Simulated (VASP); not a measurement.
Write the native input for VASP 6.6.1 that does the following.

```
Task                   : single point
Functional             : r2SCAN
Potentials or basis    : VASP PAW PBE potentials, release 64 (Na_pv, Pt, Cl)
Cutoff                 : 520 eV
k mesh                 : 8 × 8 × 8
Occupations            : gaussian, width 0.1 eV
Spin                   : no spin polarisation
Dipole correction      : no
Further INCAR settings : ALGO = Normal; EDIFF = 1e-07; NBANDS = 27
```

Crystal: NaPtCl3.

```
Na Pt Cl
1.0
     4.93748    0.00000    0.00000
     0.00000    4.93748    0.00000
     0.00000    0.00000    4.93748
Na Pt Cl
1 1 3
Direct
  0.00000 0.00000 0.00000
  0.50000 0.50000 0.50000
  0.00000 0.50000 0.50000
  0.50000 0.50000 0.00000
  0.50000 0.00000 0.50000
```

One way to write it, as run:

POSCAR

```
NaPtCl3
1.0
    4.9374769444      0.0000000000      0.0000000000
    0.0000000000      4.9374769444      0.0000000000
    0.0000000000      0.0000000000      4.9374769444
Na Pt Cl
1 1 3
Direct
    0.0000000000      0.0000000000      0.0000000000
    0.5000000000      0.5000000000      0.5000000000
    0.0000000000      0.5000000000      0.5000000000
    0.5000000000      0.5000000000      0.0000000000
    0.5000000000      0.0000000000      0.5000000000
```

INCAR.step1

```
SYSTEM = NaPtCl3
PREC = Accurate ; ENCUT = 520
ISMEAR = 0 ; SIGMA = 0.1
LREAL = .False. ; LASPH = .True.
NELM = 80 ; NBANDS = 27
GGA = PE ; ALGO = Normal
EDIFF = 1E-4 ; LWAVE = .True.
LCHARG = .False.
```

INCAR.step2

```
SYSTEM = NaPtCl3
PREC = Accurate ; ENCUT = 520
EDIFF = 1E-7 ; ISMEAR = 0
SIGMA = 0.1 ; LREAL = .False.
LASPH = .True. ; NELM = 80
ALGO = Normal ; ISIF = 2
LWAVE = .False. ; LCHARG = .False.
METAGGA = R2SCAN ; LMIXTAU = .True.
NBANDS = 27 ; ISTART = 1
```

KPOINTS

```
regular mesh
0
Gamma
  8 8 8
  0 0 0
```

Potentials or basis: VASP PAW PBE potentials, release 64 (Na_pv, Pt, Cl).

Command:

```bash
$ cat potpaw_PBE.64/Na_pv/POTCAR potpaw_PBE.64/Pt/POTCAR potpaw_PBE.64/Cl/POTCAR > POTCAR
$ cp INCAR.step1 INCAR
$ mpirun -np 1 vasp_std > vasp.out
$ cp INCAR.step2 INCAR
$ mpirun -np 1 vasp_std > vasp.out
```

It gave:

| Quantity | Value |
| --- | --- |
| Pressure | -1.3 GPa |
| Band gap on the k mesh | zero (bands 19 and 20 overlap by 4.52 eV) |

Caveat: the PAW data sets were made with another functional, which shifts forces and pressure a little; spin-orbit coupling is left out, which moves the levels of the heavy elements.

Wall time 3.7 min on 1 thread of Intel(R) Xeon(R) Platinum 8488C (Sapphire Rapids), on a shared host, peak memory 0.32 GiB.
